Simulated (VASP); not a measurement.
Wanted: the native input for a VASP 6.6.1 run.

- Task: single point
- Functional: PBEsol
- Potentials or basis: VASP PAW PBE potentials, release 64 (C)
- Cutoff: 520 eV
- k mesh: 17 × 17 × 5
- Occupations: fermi-dirac, width 0.1 eV
- Spin: no spin polarisation
- Dipole correction: no
- Further INCAR settings: ALGO = Normal; EDIFF = 1e-06; NBANDS = 16

The structure of C lies in POSCAR:

```
C
1.0
    1.7091060720      0.0000000000      0.0000000000
   -0.8545530360      1.4801292761      0.0000000000
    0.0000000000      0.0000000000     13.5156472506
C
4
Direct
    0.0000000000      1.0000000000      1.0000000000
    0.0000000000      1.0000000000      0.5000000000
    0.3333333333      0.6666666667      0.2500000000
    0.6666666667      0.3333333333      0.7500000000
```

These files were run (other wordings do the same):

INCAR

```
ALGO = Normal
EDIFF = 1E-6
ENCUT = 520
GGA = PS
ISIF = 2
ISMEAR = -1
LASPH = T
LCHARG = F
LREAL = F
LWAVE = F
NBANDS = 16
NELM = 80
PREC = Accurate
SIGMA = 0.1
```

KPOINTS

```
k-points
0
Gamma
  17 17 5
```

Potentials or basis: VASP PAW PBE potentials, release 64 (C).

Command:

```console
$ cat potpaw_PBE.64/C/POTCAR > POTCAR
$ mpirun -np 1 vasp_std > vasp.out
```

Results of the run:

```yaml
Pressure: 0.1 GPa
Band_gap_on_the_k_mesh: zero (bands 8 and 9 overlap by 1.91 eV)
```

Caveat: the PAW data sets were made with another functional, which shifts forces and pressure a little; this functional lacks dispersion, which binds the layers, so the pressure and a relaxed spacing across them are unreliable.

Run time: 83 s on 1 thread of AMD EPYC 7R13, with other jobs on the host, peak memory 0.14 GiB.
